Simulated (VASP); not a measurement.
# BaTiO3 in VASP: notebook

Runs on BaTiO3. Level: PBE+U. Tasks: single point.

All numbers are computed with VASP 6.6.1; they aren't measurements. Logs are shortened: lines on timing, memory, paths and dates and some standing lists are left out, and cuts for length are marked.

## 1. The cell of the first run

The structure is orthorhombic, space group Amm2 (No. 38). The conventional cell has a = 3.984 Å, b = 5.674 Å, c = 5.692 Å, α = 90.00°, β = 90.00°, γ = 90.00°. Ba (site symmetry mm2) has 12 O at 2.79 to 2.90 Å and 8 Ti at 3.44 to 3.51 Å within 3.7 Å. Ti (site symmetry mm2) has 6 O at 1.92 to 2.10 Å within 2.5 Å. O (site symmetry mm2) has 2 Ti at 1.99 Å within 2.6 Å. Within 2.5 Å of O (site symmetry m) lie 2 Ti at 1.92 to 2.10 Å.

## 2. Single point, PBE+U

The input, INCAR:

```
ALGO     = Normal         # electronic algorithm
EDIFF    = 1E-6           # SCF threshold, eV
ENCUT    = 520            # plane-wave cutoff, eV
GGA      = PE             # functional
ISIF     = 2              # what is computed and relaxed
ISMEAR   = 0              # smearing method
LASPH    = T              # aspherical terms in the spheres
LCHARG   = F              # write CHGCAR
LDAU     = T              # DFT+U
LDAUJ    = 0 0 0        
LDAUL    = -1 2 -1        # shell
LDAUPRINT= 1            
LDAUTYPE = 2            
LDAUU    = 0 4 0          # U, eV
LMAXMIX  = 4              # l up to which the mixer works
LREAL    = F              # projectors in reciprocal space
LWAVE    = F              # write WAVECAR
NBANDS   = 28             # bands
NELM     = 150            # most SCF steps
PREC     = Accurate       # precision mode
SIGMA    = 0.02           # smearing width, eV
```

The input, KPOINTS:

```
k-points
0
Gamma
  6 6 6
```

The input, POSCAR:

```
BaTiO3
1.0
    3.9841000000      0.0000000000      0.0000000000
    0.0000000000      2.8370500000      2.8458000000
    0.0000000000     -2.8370500000      2.8458000000
Ba Ti O
1 1 3
Direct
    0.0000000000      0.0041785259      0.0041785259
    0.5000000000      0.5122804244      0.5122804244
    0.0000000000      0.4945223794      0.4945223794
    0.5000000000      0.4953898526      0.9898488176
    0.5000000000      0.9898488176      0.4953898526
```

Potentials or basis: VASP PAW PBE potentials, release 64 (Ba_sv, Ti_sv, O).

On the command line:

```bash
$ cat potpaw_PBE.64/Ba_sv/POTCAR potpaw_PBE.64/Ti_sv/POTCAR potpaw_PBE.64/O/POTCAR > POTCAR
$ mpirun -np 1 vasp_std > vasp.out
```

OUTCAR:

```text
EDIFF = 1E-6
   ENCUT = 520
   GGA = PE
   ISIF = 2
   ISMEAR = 0
   LASPH = T
   LREAL = F
   NELM = 150
   PREC = Accurate

 ion  position               nearest neighbor table
   1  0.000  0.004  0.004-   3 2.79   4 2.80   5 2.80   4 2.80   5 2.80   3 2.84   3 2.84   5 2.86
                             4 2.86   5 2.86   4 2.86   3 2.90   2 3.44   2 3.44   2 3.47   2 3.47
   2  0.500  0.512  0.512-   4 1.92   5 1.92   3 1.99   3 1.99   5 2.10   4 2.10   1 3.44   1 3.44
                             1 3.47   1 3.47   1 3.47   1 3.47   1 3.51   1 3.51
   3  0.000  0.495  0.495-   2 1.99   2 1.99   1 2.79   1 2.84   1 2.84   1 2.90
   4  0.500  0.495  0.990-   2 1.92   2 2.10   1 2.80   1 2.80   1 2.86   1 2.86
   5  0.500  0.990  0.495-   2 1.92   2 2.10   1 2.80   1 2.80   1 2.86   1 2.86

  LATTYP: Found a base centered orthorhombic cell.
 ALAT       =     5.6741000000
 B/A-ratio  =     1.0030841896
 C/A-ratio  =     0.7021554079

  Lattice vectors:

 A1 = (   0.0000000000,   2.8370500000,  -2.8458000000)
 A2 = (   0.0000000000,   2.8370500000,   2.8458000000)
 A3 = (   3.9841000000,   0.0000000000,   0.0000000000)

Analysis of symmetry for initial positions (statically):
=====================================================================
 Subroutine PRICEL returns:
 Original cell was already a primitive cell.

 Routine SETGRP: Setting up the symmetry group for a
 base centered orthorhombic supercell.

 Subroutine GETGRP returns: Found  4 space group operations
 (whereof  4 operations were pure point group operations)
 out of a pool of  8 trial point group operations.

The static configuration has the point symmetry C_2v.

Analysis of symmetry for dynamics (positions and initial velocities):
=====================================================================
 Subroutine PRICEL returns:
 Original cell was already a primitive cell.

 Routine SETGRP: Setting up the symmetry group for a
 base centered orthorhombic supercell.

 Subroutine GETGRP returns: Found  4 space group operations
 (whereof  4 operations were pure point group operations)
 out of a pool of  8 trial point group operations.

The dynamic configuration has the point symmetry C_2v.

[... 150 lines left out ...]

spin component  1

  0.1064  0.0000  0.0000  0.0000  0.0000
  0.0000  0.2407  0.0000  0.0000  0.0000
  0.0000  0.0000  0.1381  0.0000 -0.0552
  0.0000  0.0000  0.0000  0.1058  0.0000
  0.0000  0.0000 -0.0552  0.0000  0.2092

spin component  2

  0.1064  0.0000  0.0000  0.0000  0.0000
  0.0000  0.2407  0.0000  0.0000  0.0000
  0.0000  0.0000  0.1381  0.0000 -0.0552
  0.0000  0.0000  0.0000  0.1058  0.0000
  0.0000  0.0000 -0.0552  0.0000  0.2092

 occupancies and eigenvectors

  o =  0.1058  v =  0.0000  0.0000 -0.0000  1.0000 -0.0000  0.0000  0.0000  0.0000  0.0000  0.0000      0.0000  0.0000  0.0000  0.0000  0.0000  0.0000  0.0000  0.0000  0.0000  0.0000
  o =  0.1058  v =  0.0000  0.0000  0.0000  0.0000  0.0000  0.0000  0.0000 -0.0000  1.0000 -0.0000      0.0000  0.0000  0.0000  0.0000  0.0000  0.0000  0.0000  0.0000  0.0000  0.0000
  o =  0.1064  v =  1.0000  0.0000  0.0000  0.0000  0.0000  0.0000  0.0000  0.0000  0.0000  0.0000      0.0000  0.0000  0.0000  0.0000  0.0000  0.0000  0.0000  0.0000  0.0000  0.0000
  o =  0.1064  v =  0.0000  0.0000  0.0000  0.0000  0.0000  1.0000  0.0000  0.0000  0.0000  0.0000      0.0000  0.0000  0.0000  0.0000  0.0000  0.0000  0.0000  0.0000  0.0000  0.0000
  o =  0.1080  v =  0.0000  0.0000 -0.8780 -0.0000 -0.4787  0.0000  0.0000  0.0000  0.0000  0.0000      0.0000  0.0000  0.0000  0.0000  0.0000  0.0000  0.0000  0.0000  0.0000  0.0000
  o =  0.1080  v =  0.0000  0.0000  0.0000  0.0000  0.0000  0.0000  0.0000 -0.8780 -0.0000 -0.4787      0.0000  0.0000  0.0000  0.0000  0.0000  0.0000  0.0000  0.0000  0.0000  0.0000
  o =  0.2393  v =  0.0000  0.0000  0.0000  0.0000  0.0000  0.0000  0.0000 -0.4787  0.0000  0.8780      0.0000  0.0000  0.0000  0.0000  0.0000  0.0000  0.0000  0.0000  0.0000  0.0000
  o =  0.2393  v =  0.0000  0.0000 -0.4787  0.0000  0.8780  0.0000  0.0000  0.0000  0.0000  0.0000      0.0000  0.0000  0.0000  0.0000  0.0000  0.0000  0.0000  0.0000  0.0000  0.0000
  o =  0.2407  v =  0.0000  0.0000  0.0000  0.0000  0.0000  0.0000  1.0000  0.0000  0.0000  0.0000      0.0000  0.0000  0.0000  0.0000  0.0000  0.0000  0.0000  0.0000  0.0000  0.0000
  o =  0.2407  v =  0.0000  1.0000  0.0000  0.0000  0.0000  0.0000  0.0000  0.0000  0.0000  0.0000      0.0000  0.0000  0.0000  0.0000  0.0000  0.0000  0.0000  0.0000  0.0000  0.0000

 number of electron      39.9999996 magnetization

 Free energy of the ion-electron system (eV)
  ---------------------------------------------------
  ext. energy  EPLUGINS =         0.00000000
  ---------------------------------------------------
  free energy    TOTEN  =       -37.27646004 eV

  energy without entropy =      -37.27646004  energy(sigma->0) =      -37.27646004

 E-fermi :   4.1186     XC(G=0): -11.2444

 val. band max:        3.9453730419   @ k =   0.5000   0.5000   0.5000
 cond. band min:       6.2970329898   @ k =   0.0000   0.0000   0.0000
 fundamental gap:      2.3516599479
 Fermi energy:         4.1185524398

 k-point     1 :       0.0000    0.0000    0.0000
  band No.  band energies     occupation
      1     -53.6988      2.00000
      2     -29.8776      2.00000
      3     -29.8756      2.00000
      4     -29.8610      2.00000
      5     -20.8942      2.00000
      6     -12.9986      2.00000
[... 733 lines left out ...]
     27      12.1094      0.00000
     28      12.5043      0.00000

 [... further k-points ...]
[... 5 lines left out ...]
  --------------------------------------------------------------------------------------
  -------------------------------------------------------------------------------------
  Total        3.1411640      3.0480741      2.8317451      0.0000000      0.0000000      0.0000000
  in kB       78.2293284     75.9109656     70.5233845      0.0000000      0.0000000      0.0000000
  external PRESSURE =      74.8878929 kB  Pullay stress =       0.0000000 kB

 VOLUME and BASIS-vectors are now :
 -----------------------------------------------------------------------------
  energy-cutoff  :      520.00
  volume of cell :       64.33
      direct lattice vectors                 reciprocal lattice vectors
     3.984100000  0.000000000  0.000000000     0.250997716  0.000000000  0.000000000
     0.000000000  2.837050000  2.845800000     0.000000000  0.176239404  0.175697519
     0.000000000 -2.837050000  2.845800000     0.000000000 -0.176239404  0.175697519

 POSITION                                       TOTAL-FORCE (eV/Angst)
 -----------------------------------------------------------------------------------
      0.00000      0.00000      0.02378         0.000000      0.000000     -0.025215
      1.99205      0.00000      2.91570         0.000000      0.000000     -0.399343
      0.00000      0.00000      2.81462         0.000000      0.000000      0.008052
      1.99205     -1.40280      4.22669         0.000000     -0.202790      0.208253
      1.99205      1.40280      4.22669         0.000000      0.202790      0.208253
 -----------------------------------------------------------------------------------
    total drift:                                0.000000      0.000003     -0.000347

  FREE ENERGIE OF THE ION-ELECTRON SYSTEM (eV)
  ---------------------------------------------------
  free  energy   TOTEN  =       -37.2764600376 eV

  energy  without entropy=      -37.2764600376  energy(sigma->0) =      -37.27646004
```

OSZICAR:

```text
N       E                     dE             d eps       ncg     rms          rms(c)
DAV:   1     0.442224842676E+03    0.44222E+03   -0.20929E+04  2912   0.155E+03
DAV:   2    -0.194446547198E+01   -0.44417E+03   -0.42326E+03  3376   0.433E+02
DAV:   3    -0.469569615021E+02   -0.45012E+02   -0.44594E+02  4068   0.135E+02
DAV:   4    -0.491201387488E+02   -0.21632E+01   -0.21588E+01  4432   0.249E+01
DAV:   5    -0.491841751266E+02   -0.64036E-01   -0.64019E-01  3892   0.341E+00    0.234E+01
DAV:   6    -0.371423286601E+02    0.12042E+02   -0.56795E+01  4308   0.679E+01    0.899E+00
DAV:   7    -0.373162604862E+02   -0.17393E+00   -0.68555E+00  3872   0.157E+01    0.561E+00
DAV:   8    -0.373113765596E+02    0.48839E-02   -0.13594E+00  3600   0.101E+01    0.222E+00
DAV:   9    -0.372807933726E+02    0.30583E-01   -0.20143E-01  3540   0.423E+00    0.987E-01
DAV:  10    -0.372897950660E+02   -0.90017E-02   -0.11111E-01  3280   0.210E+00    0.979E-01
DAV:  11    -0.372766498198E+02    0.13145E-01   -0.56647E-02  3732   0.214E+00    0.171E-01
DAV:  12    -0.372764212078E+02    0.22861E-03   -0.29035E-03  3476   0.529E-01    0.489E-02
DAV:  13    -0.372764641066E+02   -0.42899E-04   -0.29988E-04  3672   0.111E-01    0.284E-02
DAV:  14    -0.372764608881E+02    0.32185E-05   -0.45845E-05  3604   0.455E-02    0.116E-02
DAV:  15    -0.372764600376E+02    0.85045E-06   -0.27622E-06  3032   0.130E-02
   1 F= -.37276460E+02 E0= -.37276460E+02  d E =-.144981E-36
```

stdout:

```text
POSCAR found type information on POSCAR BaTiO
 POSCAR found :  3 types and       5 ions
 scaLAPACK will be used
 LDA part: xc-table for (Slater+PW92), standard interpolation
 POSCAR, INCAR and KPOINTS ok, starting setup
 FFT: planning ... GRIDC
 FFT: planning ... GRID_SOFT
 FFT: planning ... GRID
 WAVECAR not read
 entering main loop
```

It took 58 s on 1 thread of Intel Xeon 6975P-C (Granite Rapids), shared host; peak memory 0.23 GiB.

Results:

| Quantity | Value |
| --- | --- |
| Free energy | -37.2765 eV |
| Pressure | 7.5 GPa |
| Largest force | 0.399 eV/Å |
| Band gap on the k mesh | 2.35 eV (least direct gap 2.63 eV) |

Forces in eV/Å, atoms in the order of the input:
```
Ba   0.000  0.000 -0.025
Ti   0.000  0.000 -0.399
O    0.000  0.000  0.008
O    0.000 -0.203  0.208
O    0.000  0.203  0.208
```

Stress tensor (GPa, compression positive):
```
7.82 0.00 0.00
0.00 7.59 0.00
0.00 0.00 7.05
```

Levels at points of the mesh, in eV from the valence-band top:
| k point | band 17 | band 18 | band 19 | band 20 | band 21 | band 22 | band 23 | band 24 |
| --- | --- | --- | --- | --- | --- | --- | --- | --- |
| (0.00, 0.00, 0.00) | -1.11 | -0.32 | -0.30 | -0.28 | 2.35 | 2.41 | 2.44 | 4.08 |
| (0.50, 0.00, 0.00) | -1.72 | -1.67 | -0.94 | -0.89 | 2.61 | 3.99 | 4.04 | 4.06 |
| (0.00, 0.50, 0.00) | -1.75 | -1.70 | -0.85 | -0.80 | 2.56 | 3.98 | 3.99 | 4.08 |
| (0.50, 0.50, 0.00) | -1.87 | -0.91 | -0.90 | -0.09 | 4.01 | 4.04 | 4.43 | 4.75 |
| (0.00, 0.50, 0.50) | -1.85 | -0.93 | -0.90 | -0.15 | 4.00 | 4.01 | 4.39 | 4.87 |
| (0.50, 0.50, 0.50) | -2.30 | -0.06 | 0.00 | 0.00 | 4.63 | 4.64 | 4.68 | 6.54 |

Eigenvalues of the final occupation matrices:
```csv
site,spin,trace,eigenvalues
site 2 d,1,0.80,0.11 0.11 0.11 0.24 0.24
site 2 d,2,0.80,0.11 0.11 0.11 0.24 0.24
```

Caveat: the cell stands under pressure; spin-orbit coupling is left out, which moves the levels of the heavy elements. A k mesh can miss the band edges.

## 3. Single point, PBE+U (11.70 Å³/atom)

This run uses another cell than the first one, of 11.70 Å³/atom.

The input, INCAR:

```
SYSTEM = BaTiO3
PREC = Accurate
ENCUT = 520
EDIFF = 1E-6
ISMEAR = 0
SIGMA = 0.02
LREAL = .False.
LASPH = .True.
NELM = 150
ALGO = Normal
ISIF = 2
LWAVE = .False.
LCHARG = .False.
LMAXMIX = 4
LDAU = .True.
LDAUTYPE = 2
LDAUL = -1 2 -1
LDAUU = 0 4 0
LDAUJ = 0 0 0
LDAUPRINT = 1
GGA = PE
NBANDS = 28
```

The input, KPOINTS:

```
Automatic mesh
0
Gamma
  8 8 8
  0 0 0
```

The input, POSCAR:

```
BaTiO3
1.0
    3.8817678723      0.0000000000      0.0000000000
    0.0000000000      2.7449258482      2.7449611641
    0.0000000000     -2.7449258482      2.7449611641
Ba Ti O
1 1 3
Direct
    0.0000000000     -0.0007311152     -0.0007311152
    0.5000000000      0.4993159384      0.4993159384
    0.0000000000      0.4992183298      0.4992183298
    0.5000000000      0.4992194994      0.9991973475
    0.5000000000      0.9991973475      0.4992194994
```

Potentials or basis: VASP PAW PBE potentials, release 64 (Ba_sv, Ti_sv, O).

On the command line:

```bash
$ cat potpaw_PBE.64/Ba_sv/POTCAR potpaw_PBE.64/Ti_sv/POTCAR potpaw_PBE.64/O/POTCAR > POTCAR
$ mpirun -np 1 vasp_std > vasp.out
```

Run time: 94 s. Hardware: 1 thread of Intel Xeon 6975P-C (Granite Rapids), shared host; peak memory 0.29 GiB.

Results (log left out):

| Property | Result |
| --- | --- |
| Free energy | -36.6947 eV |
| Pressure | 28.2 GPa |
| Largest force | 0.005 eV/Å |
| Band gap on the k mesh | 2.43 eV (least direct gap 2.51 eV) |

Forces on the atoms (eV/Å):
```
Ba   0.000  0.000  0.000
Ti   0.000  0.000 -0.005
O    0.000  0.000  0.000
O    0.000 -0.003  0.003
O    0.000  0.003  0.003
```

Levels at points of the mesh, in eV from the valence-band top:
| k point | band 16 | band 17 | band 18 | band 19 | band 20 | band 21 | band 22 | band 23 | band 24 | band 25 |
| --- | --- | --- | --- | --- | --- | --- | --- | --- | --- | --- |
| (0.00, 0.00, 0.00) | -1.26 | -1.26 | -0.09 | -0.09 | -0.09 | 2.43 | 2.43 | 2.43 | 4.56 | 4.56 |
| (0.50, 0.00, 0.00) | -2.08 | -1.83 | -1.83 | -0.78 | -0.78 | 2.67 | 4.43 | 4.43 | 4.59 | 6.79 |
| (0.00, 0.50, 0.00) | -2.08 | -1.83 | -1.83 | -0.78 | -0.78 | 2.67 | 4.43 | 4.43 | 4.59 | 6.79 |
| (0.50, 0.50, 0.00) | -2.95 | -1.82 | -0.82 | -0.82 | -0.11 | 4.46 | 4.46 | 4.91 | 5.53 | 8.34 |
| (0.00, 0.50, 0.50) | -2.95 | -1.82 | -0.82 | -0.82 | -0.11 | 4.46 | 4.46 | 4.91 | 5.53 | 8.34 |
| (0.50, 0.50, 0.50) | -2.22 | -2.22 | 0.00 | 0.00 | 0.00 | 5.24 | 5.24 | 5.24 | 7.09 | 7.09 |

Eigenvalues of the final occupation matrices:
| site | spin | trace | eigenvalues |
| --- | --- | --- | --- |
| site 2 d | 1 | 0.84 | 0.11 0.11 0.11 0.26 0.26 |
| site 2 d | 2 | 0.84 | 0.11 0.11 0.11 0.26 0.26 |

Caveat: the cell stands under pressure; spin-orbit coupling is left out, which moves the levels of the heavy elements. A k mesh can miss the band edges.

## 4. Single point, PBE+U (12.10 Å³/atom)

This run uses another cell than the first one, of 12.10 Å³/atom.

The input, INCAR:

```
SYSTEM = BaTiO3
ALGO     = Normal         ! electronic algorithm
EDIFF    = 1E-6           ! SCF threshold, eV
ENCUT    = 520            ! plane-wave cutoff, eV
GGA      = PE             ! functional
ISIF     = 2              ! what is computed and relaxed
ISMEAR   = 0              ! smearing method
LASPH    = .TRUE.         ! aspherical terms in the spheres
LCHARG   = .FALSE.        ! write CHGCAR
LDAU     = .TRUE.         ! DFT+U
LDAUJ    = 0 0 0        
LDAUL    = -1 2 -1        ! shell
LDAUPRINT= 1            
LDAUTYPE = 2            
LDAUU    = 0 4 0          ! U, eV
LMAXMIX  = 4              ! l up to which the mixer works
LREAL    = .FALSE.        ! projectors in reciprocal space
LWAVE    = .FALSE.        ! write WAVECAR
NBANDS   = 28             ! bands
NELM     = 150            ! most SCF steps
PREC     = Accurate       ! precision mode
SIGMA    = 0.02           ! smearing width, eV
```

The input, KPOINTS:

```
k-points
0
G
  8 8 8
  0 0 0
```

Edit POSCAR of step 3 so:

```diff
@@ -2,5 +2,5 @@
 1.0
-    3.8817678723      0.0000000000      0.0000000000
-    0.0000000000      2.7449258482      2.7449611641
-    0.0000000000     -2.7449258482      2.7449611641
+    3.9253868926      0.0000000000      0.0000000000
+    0.0000000000      2.7757702933      2.7758060061
+    0.0000000000     -2.7757702933      2.7758060061
 Ba Ti O
```

On the command line:

```bash
$ cat potpaw_PBE.64/Ba_sv/POTCAR potpaw_PBE.64/Ti_sv/POTCAR potpaw_PBE.64/O/POTCAR > POTCAR
$ mpirun -np 1 vasp_std > vasp.out
```

Run time: 87 s. Hardware: 1 thread of Intel Xeon 6975P-C (Granite Rapids), shared host; peak memory 0.3 GiB.

It converged, with:

- Free energy: -36.9931 eV
- Pressure: 19.6 GPa
- Largest force: 0.004 eV/Å
- Band gap on the k mesh: 2.35 eV (least direct gap 2.48 eV)

Forces in eV/Å, atoms in the order of the input:
```
Ba   0.000  0.000  0.000
Ti   0.000  0.000 -0.004
O    0.000  0.000  0.000
O    0.000 -0.002  0.002
O    0.000  0.002  0.002
```

Levels at points of the mesh, in eV from the valence-band top:
```tsv
k point	band 17	band 18	band 19	band 20	band 21	band 22	band 23	band 24
(0.00, 0.00, 0.00)	-1.20	-0.13	-0.13	-0.13	2.35	2.35	2.35	4.33
(0.50, 0.00, 0.00)	-1.80	-1.80	-0.79	-0.79	2.57	4.24	4.24	4.35
(0.00, 0.50, 0.00)	-1.80	-1.80	-0.79	-0.79	2.57	4.24	4.24	4.35
(0.50, 0.50, 0.00)	-1.85	-0.85	-0.85	-0.10	4.26	4.26	4.71	5.23
(0.00, 0.50, 0.50)	-1.85	-0.85	-0.85	-0.10	4.26	4.26	4.71	5.23
(0.50, 0.50, 0.50)	-2.27	0.00	0.00	0.00	5.00	5.00	5.00	6.92
```

Eigenvalues of the final occupation matrices:
| site | spin | trace | eigenvalues |
| --- | --- | --- | --- |
| site 2 d | 1 | 0.82 | 0.11 0.11 0.11 0.25 0.25 |
| site 2 d | 2 | 0.82 | 0.11 0.11 0.11 0.25 0.25 |

Caveat: the cell stands under pressure; spin-orbit coupling is left out, which moves the levels of the heavy elements. A k mesh can miss the band edges.

## 5. The runs side by side

```tsv
cell	k mesh	gap on the mesh (eV)	pressure (GPa)	largest force (eV/Å)
a = 3.984, b = 4.018, c = 4.018 Å, angles 89.8, 90.0, 90.0°, 5 atoms, atomic positions A	6 × 6 × 6	2.35	7.5	0.40
a = 3.882 Å, 5 atoms, atomic positions B	8 × 8 × 8	2.43	28.2	0.01
a = 3.925 Å, 5 atoms, atomic positions B	8 × 8 × 8	2.35	19.6	-
```

Alike in all rows: task single point; level PBE+U; potentials or basis VASP PAW PBE potentials, release 64 (Ba_sv, Ti_sv, O); no spin polarisation; Ti d U = 4.0 eV; cutoff (eV) 520; smearing gaussian 0.02 eV.

Caveats: the cell stands under pressure; spin-orbit coupling is left out, which moves the levels of the heavy elements.

Absolute energies hang on the potentials; compare differences alone.
